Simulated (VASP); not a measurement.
# Al (a cell with a defect) in VASP: further runs

Runs on Al (a cell with a defect). Level: r2SCAN. Tasks: single point.

Program: VASP 6.6.1. These are calculated values, not measurements. Logs are shortened: lines on timing, memory, paths and dates and some standing lists are left out, and cuts for length are marked.

### 1 The cell of the first run

The cell holds a defect, 31 atoms: a = 8.100 Å, b = 8.100 Å, c = 8.100 Å, α = 90.00°, β = 90.00°, γ = 90.00°.

### 2 Single point, r2SCAN

File POSCAR:

```
Al
1.0
    8.1000000000      0.0000000000      0.0000000000
    0.0000000000      8.1000000000      0.0000000000
    0.0000000000      0.0000000000      8.1000000000
Al
31
Direct
    0.3277733333      0.0000975309     -0.1653956790
    0.7518965432      0.2531133333      0.0024892593
    0.7503283951      0.0001556790      0.2487607407
    0.0043208642      0.0001727160     -0.0042976543
    0.2441598765      0.2700111111      0.0079517284
    0.5031611111      0.5001751852      0.0020703704
    0.7518793827      0.7472059259      0.0024803704
    0.2504229630      0.0001614815      0.2483406173
    0.5032446914      0.2539204938      0.2503750617
    0.7510330864      0.5001940741      0.2496827160
    0.4961171605      0.0001829630      0.5033902469
    0.7519864198      0.2553613580      0.4971967901
    0.7521904938      0.0002018519      0.7485951852
   -0.0054792593      0.5001428395      0.0001681481
    0.2440951852      0.7302197531      0.0080234568
   -0.0019562963      0.2552345679      0.2511776543
    0.2479692593      0.5001375309      0.2573201235
    0.5032297531      0.7464081481      0.2503381481
   -0.0010545679      0.0001635802      0.4967844444
    0.2466937037      0.2519581481      0.4994535802
    0.5015683951      0.5001533333      0.4949730864
    0.7519859259      0.7449869136      0.4971893827
    0.5071943210      0.2666035802      0.7444014815
    0.7566408642      0.5001665432      0.7468367901
   -0.0019944444      0.7451112346      0.2512301235
   -0.0011296296      0.5001801235      0.4979461728
    0.2467159259      0.7483491358      0.4995051852
    0.0017196296      0.2522504938      0.7459829630
    0.2486293827      0.5001802469      0.7475049383
    0.5072304938      0.7336037037      0.7444144444
    0.0017995062      0.7480967901      0.7460191358
```

File INCAR.step1:

```
  ALGO = Normal
  EDIFF = 1E-4
  ENCUT = 520
  GGA = PE
  ISMEAR = 0
  LASPH = True
  LCHARG = False
  LREAL = Auto
  LWAVE = True
  NBANDS = 68
  NELM = 100
  PREC = Accurate
  SIGMA = 0.15
```

File INCAR.step2:

```
  ALGO = Normal
  EDIFF = 1E-6
  ENCUT = 520
  ISIF = 2
  ISMEAR = 0
  ISTART = 1
  LASPH = True
  LCHARG = True
  LELF = True
  LMIXTAU = True
  LREAL = Auto
  LVHAR = True
  LWAVE = False
  METAGGA = R2SCAN
  NBANDS = 68
  NELM = 100
  PREC = Accurate
  SIGMA = 0.15
```

File KPOINTS:

```
k-points
0
Gamma
  2 2 2
```

Potentials or basis: VASP PAW PBE potentials, release 64 (Al).

Command:

```console
> cat potpaw_PBE.64/Al/POTCAR > POTCAR
> cp INCAR.step1 INCAR
> mpirun -np 1 vasp_std > vasp.out
> cp INCAR.step2 INCAR
> mpirun -np 1 vasp_std > vasp.out
```

OUTCAR:

```text
EDIFF = 1E-6
   ENCUT = 520
   ISIF = 2
   ISMEAR = 0
   ISTART = 1
   LASPH = True
   LREAL = Auto
   METAGGA = R2SCAN
   NELM = 100
   PREC = Accurate

 ion  position               nearest neighbor table
   1  0.328  0.000  0.835-   5 2.69  15 2.69  23 2.70  30 2.70   4 2.93  11 3.01
   2  0.752  0.253  0.002-  14 2.80  10 2.83  16 2.83   6 2.84   9 2.84   3 2.86  24 2.88  23 2.88
                             4 2.90  28 2.90  13 2.90
   3  0.750  0.000  0.249-  19 2.84   2 2.86   7 2.86  18 2.87   9 2.87  25 2.88  16 2.88  22 2.88
                            12 2.88   4 2.90  11 2.91
   4  0.004  0.000  0.996-   8 2.86  13 2.86  31 2.87  28 2.87   2 2.90   7 2.90   3 2.90  16 2.92
                            25 2.92   5 2.93  15 2.93   1 2.93
   5  0.244  0.270  0.008-   1 2.69  17 2.75  14 2.75  16 2.81   6 2.81  29 2.82   9 2.88  28 2.89
                             4 2.93   8 2.93  23 3.02
   6  0.503  0.500  0.002-  15 2.81   5 2.81  30 2.82  23 2.82  18 2.83   9 2.83  10 2.84   7 2.84
                             2 2.84  24 2.91  29 2.92  17 2.92
   7  0.752  0.747  0.002-  14 2.80  10 2.83  25 2.83   6 2.84  18 2.84   3 2.86  24 2.88  30 2.88
                             4 2.90  31 2.90  13 2.90
   8  0.250  0.000  0.248-   4 2.86  19 2.86  11 2.87  20 2.88  27 2.88  18 2.90   9 2.90  16 2.91
                            25 2.91   5 2.93  15 2.93
   9  0.503  0.254  0.250-  21 2.81  10 2.83   6 2.83  12 2.84   2 2.84   3 2.87  17 2.87   5 2.88
                            20 2.90   8 2.90  11 2.90
  10  0.751  0.500  0.250-  25 2.82  16 2.82  22 2.82  12 2.82  14 2.82  18 2.83   9 2.83   7 2.83
[... 29 lines left out ...]
  25  0.998  0.745  0.251-  15 2.81  26 2.82  10 2.82  22 2.82   7 2.83  17 2.84  14 2.84  27 2.85
                            19 2.87   3 2.88   8 2.91   4 2.92
  26  0.999  0.500  0.498-  17 2.81  24 2.81  25 2.82  22 2.82  12 2.82  16 2.82  28 2.84  31 2.84
                            27 2.84  20 2.84  10 2.84  29 2.86
  27  0.247  0.748  0.500-  17 2.81  31 2.81  26 2.84  29 2.84  25 2.85  19 2.86  11 2.87   8 2.88
                            21 2.88  18 2.90  30 2.90
  28  0.002  0.252  0.746-  20 2.82  24 2.82  29 2.83  26 2.84  12 2.86  19 2.87  13 2.87   4 2.87
                            14 2.88   5 2.89   2 2.90
  29  0.249  0.500  0.748-  15 2.82   5 2.82  30 2.82  23 2.82  31 2.83  28 2.83  27 2.84  20 2.84
                            26 2.86  21 2.90  14 2.90   6 2.92
  30  0.507  0.734  0.744-   1 2.70  24 2.77  21 2.77   6 2.82  22 2.82  29 2.82   7 2.88  27 2.90
                            11 2.91  13 2.93  15 3.02
  31  0.002  0.748  0.746-  27 2.81  24 2.82  29 2.83  26 2.84  22 2.86  19 2.87  13 2.87   4 2.87
                            14 2.88  15 2.89   7 2.90

  LATTYP: Found a simple cubic cell.
 ALAT       =     8.1000000000

  Lattice vectors:

 A1 = (   8.1000000000,   0.0000000000,   0.0000000000)
 A2 = (   0.0000000000,   8.1000000000,   0.0000000000)
 A3 = (   0.0000000000,   0.0000000000,   8.1000000000)

Analysis of symmetry for initial positions (statically):
=====================================================================
 Subroutine PRICEL returns:
 Original cell was already a primitive cell.

 Routine SETGRP: Setting up the symmetry group for a
 simple cubic supercell.

 Subroutine GETGRP returns: Found  1 space group operations
 (whereof  1 operations were pure point group operations)
 out of a pool of 48 trial point group operations.

The static configuration has the point symmetry C_1 .

Analysis of symmetry for dynamics (positions and initial velocities):
=====================================================================
 Subroutine PRICEL returns:
 Original cell was already a primitive cell.

 Routine SETGRP: Setting up the symmetry group for a
 simple cubic supercell.

 Subroutine GETGRP returns: Found  1 space group operations
 (whereof  1 operations were pure point group operations)
 out of a pool of 48 trial point group operations.

The dynamic configuration has the point symmetry C_1 .

 Subroutine INISYM returns: Found  1 space group operations
 (whereof  1 operations are pure point group operations),
 and found     1 'primitive' translations

----------------------------------------------------------------------------------------

                                     Primitive cell

  volume of cell :     531.4410

  direct lattice vectors                    reciprocal lattice vectors
[... 75 lines left out ...]

 KPOINTS: k-points

Automatic generation of k-mesh.
 Grid dimensions read from file:
 generate k-points for:    2    2    2

 Generating k-lattice:

  Cartesian coordinates                     Fractional coordinates (reciprocal lattice)
     0.061728395  0.000000000  0.000000000     0.500000000  0.000000000  0.000000000
     0.000000000  0.061728395  0.000000000     0.000000000  0.500000000  0.000000000
     0.000000000  0.000000000  0.061728395     0.000000000  0.000000000  0.500000000

  Length of vectors
     0.061728395  0.061728395  0.061728395

  Shift w.r.t. Gamma in fractional coordinates (k-lattice)
     0.000000000  0.000000000  0.000000000

 Subroutine IBZKPT returns following result:
 ===========================================

 Found      8 irreducible k-points:

 Following reciprocal coordinates:
            Coordinates               Weight
  0.000000  0.000000  0.000000      1.000000
  0.500000  0.000000  0.000000      1.000000
  0.000000  0.500000  0.000000      1.000000
  0.000000  0.000000  0.500000      1.000000
  0.500000  0.500000  0.000000      1.000000
  0.000000  0.500000  0.500000      1.000000
  0.500000  0.000000  0.500000      1.000000
  0.500000  0.500000  0.500000      1.000000
   k-points           NKPTS =      8   k-points in BZ     NKDIM =      8   number of bands    NBANDS=     68
   number of dos      NEDOS =    301   number of ions     NIONS =     31
   total plane-waves  NPLWV = 216000
   dimension x,y,z NGX =    60 NGY =   60 NGZ =   60
   dimension x,y,z NGXF=   120 NGYF=  120 NGZF=  120
   ions per type =              31
   NGX,Y,Z   is equivalent  to a cutoff of  12.31, 12.31, 12.31 a.u.
   NGXF,Y,Z  is equivalent  to a cutoff of  24.63, 24.63, 24.63 a.u.
 SYSTEM =  unknown system
   PREC   = accura    normal or accurate (medium, high low for compatibility)
   ISTART =      1    job   : 0-new  1-cont  2-samecut
   ICHARG =      0    charge: 1-file 2-atom 10-const
   ISPIN  =      1    spin polarized calculation?
   LNONCOLLINEAR =      F non collinear calculations
   LSORBIT =      F    spin-orbit coupling
   LASPH  =      T    aspherical Exc in radial PAW
   ENCUT  =  520.0 eV  38.22 Ry    6.18 a.u.  15.06 15.06 15.06*2*pi/ulx,y,z
   NELM   =    100;   NELMIN=  2; NELMDL=  0     # of ELM steps
   EDIFF  = 0.1E-05   stopping-criterion for ELM
   LREAL  =      T    real-space projection
   EDIFFG = 0.1E-04   stopping-criterion for IOM
   NSW    =      0    number of steps for IOM
   IBRION =     -1    ionic relax: 0-MD 1-quasi-New 2-CG
   NFREE  =      0    steps in history (QN), initial steepest desc. (CG)
   ISIF   =      2    stress and relaxation
   ISYM   =      2    0-nonsym 1-usesym 2-fastsym
   POTIM  = 0.5000    time-step for ionic-motion
   TEBEG  =    0.0;   TEEND  =   0.0 temperature during run
   PSTRESS=    0.0 pullay stress
   NELECT =      93.0000    total number of electrons
   NUPDOWN=      -1.0000    fix difference up-down
   EMIN   =  10.00;   EMAX   =-10.00  energy-range for DOS
   EFERMI =   0.00;   METHOD = LEGACY
   ISMEAR =     0;   SIGMA  =   0.15  broadening in eV -4-tet -1-fermi 0-gaus
   EFERMI_NEDOS =   21; number of points for ismear=-14 and -15
   IALGO  =     38    algorithm
   IMIX   =      4    mixing-type and parameters
     AMIX     =   0.40;   BMIX     =  1.00
     AMIX_MAG =   1.60;   BMIX_MAG =  1.00
  volume/ion in A,a.u.               =      17.14       115.69
  Fermi-wavevector in a.u.,A,eV,Ry     =   0.915695  1.730412 11.408446  0.838497
  Thomas-Fermi vector in A             =   2.040466
   LORBIT       =      0    0 simple, 1 ext, 2 COOP (PROOUT), +10 PAW based schemes
   METAGGA = R2SCAN    functional components
   LHFCALC =     F    Hartree Fock is set to
   AEXX    =    0.0000 exact exchange contribution
   IVDW    =     0    specifies the selected vdW correction
   LEPSILON=     F    determine dielectric tensor
   LRPA    =     F    only Hartree local field effects (RPA)
 non-spin polarized calculation
 Gauss-broadening in eV      SIGMA  =   0.15
  energy-cutoff  :      520.00
  volume of cell :      531.44
 maximum number of plane-waves:     14400
   NGX = 31   NGY = 31   NGZ = 31

 number of electron      93.0000000 magnetization

 Free energy of the ion-electron system (eV)
  ---------------------------------------------------
  ext. energy  EPLUGINS =         0.00000000
  ---------------------------------------------------
  free energy    TOTEN  =      -206.63169128 eV

  energy without entropy =     -206.43350599  energy(sigma->0) =     -206.53259864

 E-fermi :   7.3066     XC(G=0): -10.7082

 val. band max:        7.3023602885   @ k =   0.0000   0.5000   0.5000
 cond. band min:       7.3091290069   @ k =   0.5000   0.5000   0.5000
 fundamental gap:      0.0067687184
 Fermi energy:         7.3065570669

 k-point     1 :       0.0000    0.0000    0.0000
  band No.  band energies     occupation
      1      -4.0651      2.00000
      2      -1.8305      2.00000
      3      -1.7923      2.00000
      4      -1.7331      2.00000
      5      -1.7099      2.00000
      6      -1.5679      2.00000
[... 477 lines left out ...]
     57      11.1444      0.00000
     58      11.1743      0.00000
 [bands above 58 left out]

------------------------ aborting loop because EDIFF is reached ----------------------------------------

  FORCE on cell =-STRESS in cart. coord.  units (eV):
  Direction    XX          YY          ZZ          XY          YZ          ZX
  --------------------------------------------------------------------------------------
  -------------------------------------------------------------------------------------
  Total      -11.9619261    -10.9420088    -11.9511045      0.0003544     -0.0037803     -0.1002142
  in kB      -36.0625674    -32.9877418    -36.0299425      0.0010685     -0.0113967     -0.3021237
  external PRESSURE =     -35.0267505 kB  Pullay stress =       0.0000000 kB

 VOLUME and BASIS-vectors are now :
 -----------------------------------------------------------------------------
  energy-cutoff  :      520.00
  volume of cell :      531.44
      direct lattice vectors                 reciprocal lattice vectors
     8.100000000  0.000000000  0.000000000     0.123456790  0.000000000  0.000000000
     0.000000000  8.100000000  0.000000000     0.000000000  0.123456790  0.000000000
     0.000000000  0.000000000  8.100000000     0.000000000  0.000000000  0.123456790

 POSITION                                       TOTAL-FORCE (eV/Angst)
 -----------------------------------------------------------------------------------
      2.65496      0.00079      6.76030        -0.294966     -0.001141     -0.355268
      6.09036      2.05022      0.02016         0.013211      0.011949      0.001332
      6.07766      0.00126      2.01496        -0.005887      0.001877      0.006583
      0.03500      0.00140      8.06519         0.004263     -0.000964      0.008249
      1.97769      2.18709      0.06441         0.024387     -0.033619      0.010428
      4.07560      4.05142      0.01677         0.020819     -0.000469      0.016220
[... 23 lines left out ...]
      4.10857      5.94219      6.02976         0.017626      0.003874      0.016011
      0.01458      6.05958      6.04275         0.010631      0.007520      0.011038
 -----------------------------------------------------------------------------------
    total drift:                                0.006555      0.006898     -0.022676

  FREE ENERGIE OF THE ION-ELECTRON SYSTEM (eV)
  ---------------------------------------------------
  free  energy   TOTEN  =      -206.6316912807 eV

  energy  without entropy=     -206.4335059902  energy(sigma->0) =     -206.53259864
```

It took 31 min on 1 thread of Intel Xeon 8259CL, shared host; peak memory 0.63 GiB.

What came out:

```
Free energy            : -206.6317 eV
Pressure               : -3.5 GPa
Largest force          : 0.462 eV/Å
Band gap on the k mesh : zero (an odd number of electrons rules out a gap without spin polarisation)
```

Forces in eV/Å, atoms in the order of the input:
```
Al  -0.295 -0.001 -0.355
Al   0.013  0.012  0.001
Al  -0.006  0.002  0.007
Al   0.004 -0.001  0.008
Al   0.024 -0.034  0.010
Al   0.021  0.000  0.016
Al   0.015 -0.012  0.000
Al  -0.016  0.000  0.040
Al   0.007  0.000  0.025
Al   0.012  0.000  0.006
Al   0.003 -0.002  0.023
Al   0.007 -0.004  0.008
Al   0.035 -0.002 -0.021
Al   0.026  0.001  0.011
Al   0.025  0.038  0.010
Al   0.002  0.003  0.009
Al  -0.003  0.001  0.011
Al   0.007 -0.002  0.027
Al  -0.005  0.000  0.003
Al   0.012  0.003  0.024
Al   0.003  0.000  0.024
Al   0.007  0.002  0.010
Al   0.018  0.000  0.016
Al   0.012 -0.001  0.006
Al   0.005 -0.004  0.008
Al   0.000  0.000  0.004
Al   0.013 -0.001  0.020
Al   0.014 -0.007  0.012
Al   0.011 -0.002  0.008
Al   0.018  0.004  0.016
Al   0.011  0.008  0.011
```

Stress tensor (GPa, compression positive):
```
-3.61  0.00 -0.03
 0.00 -3.30  0.00
-0.03  0.00 -3.60
```

Caveat: the k points lie up to 0.39 Å⁻¹ apart, too coarse for converged energies and pressures of a metal; the PAW data sets were made with another functional, which shifts forces and pressure a little.

### 3 Single point, r2SCAN

File POSCAR:

```
Al
1.0
    8.1000000000      0.0000000000      0.0000000000
    0.0000000000      8.1000000000      0.0000000000
    0.0000000000      0.0000000000      8.1000000000
Al
31
Direct
    0.2869879012      0.0000624691     -0.2104364198
    0.7519117284      0.2531324691      0.0007961728
    0.7499503704      0.0000674074      0.2493630864
    0.0018871605      0.0000708642     -0.0020662963
    0.2462765432      0.2633214815      0.0050777778
    0.5017224691      0.5000939506      0.0010549383
    0.7518969136      0.7470358025      0.0007912346
    0.2471613580      0.0000744444      0.2511935802
    0.5013186420      0.2535492593      0.2511874074
    0.7507440741      0.5000938272      0.2500103704
    0.4977275309      0.0000795062      0.5020518519
    0.7523386420      0.2540845679      0.4978946914
    0.7531993827      0.0001138272      0.7460248148
   -0.0036511111      0.5000713580     -0.0003848148
    0.2462230864      0.7368037037      0.0050886420
   -0.0016777778      0.2540386420      0.2519224691
    0.2471937037      0.5000702469      0.2562761728
    0.5013055556      0.7466255556      0.2511688889
    0.0016014815      0.0000739506      0.5004201235
    0.2472495062      0.2507514815      0.5012896296
    0.5003491358      0.5000779012      0.4965671605
    0.7523181481      0.7460788889      0.4978806173
    0.5047697531      0.2617923457      0.7464590123
    0.7558833333      0.5000802469      0.7467344444
   -0.0017097531      0.7461220988      0.2519430864
   -0.0010809877      0.5000739506      0.4985891358
    0.2472580247      0.7493987654      0.5013166667
    0.0023108642      0.2508648148      0.7468903704
    0.2476240741      0.5000883951      0.7469820988
    0.5047679012      0.7383500000      0.7464725926
    0.0023288889      0.7493080247      0.7468944444
```

File INCAR.step1:

```
PREC = Accurate
ENCUT = 520
ISMEAR = 0
SIGMA = 0.15
LREAL = Auto
LASPH = T
NELM = 60
NBANDS = 68
GGA = PE
ALGO = Normal
EDIFF = 1E-4
LWAVE = T
LCHARG = F
```

File INCAR.step2:

```
PREC = Accurate
ENCUT = 520
EDIFF = 1E-6
ISMEAR = 0
SIGMA = 0.15
LREAL = Auto
LASPH = T
NELM = 60
ALGO = Normal
ISIF = 2
LWAVE = F
LCHARG = T
METAGGA = R2SCAN
LMIXTAU = T
LELF = T
LVHAR = T
NBANDS = 68
ISTART = 1
```

File KPOINTS:

```
regular mesh
0
Gamma
  2 2 2
```

Potentials or basis: VASP PAW PBE potentials, release 64 (Al).

Command:

```console
> cat potpaw_PBE.64/Al/POTCAR > POTCAR
> cp INCAR.step1 INCAR
> mpirun -np 1 vasp_std > vasp.out
> cp INCAR.step2 INCAR
> mpirun -np 1 vasp_std > vasp.out
```

It took 35 min on 1 thread of Intel Xeon 8259CL, shared host; peak memory 0.62 GiB.

It converged, with:

| Quantity | Value |
| --- | --- |
| Free energy | -206.9440 eV |
| Pressure | -4.0 GPa |
| Largest force | 0.623 eV/Å |
| Band gap on the k mesh | zero (an odd number of electrons rules out a gap without spin polarisation) |

Forces in eV/Å, atoms in the order of the input:
```
Al  -0.414  0.000 -0.466
Al   0.019  0.007 -0.005
Al   0.011  0.001  0.019
Al  -0.004  0.000  0.031
Al   0.038 -0.069 -0.018
Al   0.006 -0.001  0.006
Al   0.020 -0.007 -0.005
Al  -0.023 -0.001  0.046
Al  -0.003 -0.002  0.023
Al   0.017  0.001  0.017
Al   0.030 -0.001 -0.003
Al   0.021 -0.012  0.017
Al   0.027 -0.001 -0.014
Al   0.031  0.001  0.007
Al   0.039  0.070 -0.018
Al   0.017 -0.009  0.023
Al   0.006  0.001 -0.002
Al  -0.003  0.001  0.024
Al   0.047  0.001  0.052
Al   0.018 -0.010  0.034
Al   0.001  0.001  0.026
Al   0.022  0.012  0.019
Al  -0.011 -0.046  0.036
Al   0.005  0.001  0.010
Al   0.017  0.009  0.023
Al   0.011  0.001  0.012
Al   0.018  0.010  0.032
Al   0.023 -0.013  0.018
Al  -0.001 -0.002  0.003
Al  -0.010  0.046  0.035
Al   0.022  0.012  0.018
```

Stress tensor (GPa, compression positive):
```
-4.01  0.00  0.05
 0.00 -3.98  0.00
 0.05  0.00 -4.01
```

Levels at points of the mesh, in eV from the Fermi level:
| k point | band 43 | band 44 | band 45 | band 46 | band 47 | band 48 | band 49 | band 50 |
| --- | --- | --- | --- | --- | --- | --- | --- | --- |
| (0.00, 0.00, 0.00) | -0.19 | -0.15 | -0.14 | 0.38 | 0.54 | 0.55 | 0.60 | 0.62 |
| (0.50, 0.00, 0.00) | -0.50 | -0.16 | -0.11 | -0.07 | -0.06 | 0.04 | 0.05 | 0.25 |
| (0.00, 0.50, 0.00) | -0.46 | -0.16 | -0.15 | -0.15 | -0.11 | -0.11 | 0.10 | 0.41 |
| (0.00, 0.00, 0.50) | -0.51 | -0.16 | -0.11 | -0.07 | -0.06 | 0.05 | 0.05 | 0.24 |
| (0.50, 0.50, 0.00) | -0.83 | -0.82 | 0.01 | 0.03 | 0.11 | 0.77 | 1.25 | 1.30 |
| (0.00, 0.50, 0.50) | -0.84 | -0.83 | 0.01 | 0.03 | 0.12 | 0.78 | 1.25 | 1.29 |
| (0.50, 0.00, 0.50) | -0.95 | -0.95 | 0.04 | 0.05 | 0.12 | 0.79 | 1.26 | 1.30 |
| (0.50, 0.50, 0.50) | -0.44 | -0.43 | -0.42 | -0.39 | -0.34 | -0.33 | -0.18 | -0.15 |

Caveat: the k points lie up to 0.39 Å⁻¹ apart, too coarse for converged energies and pressures of a metal; the PAW data sets were made with another functional, which shifts forces and pressure a little.

The gap in the log of VASP goes by the Fermi energy; the results here count the filled bands.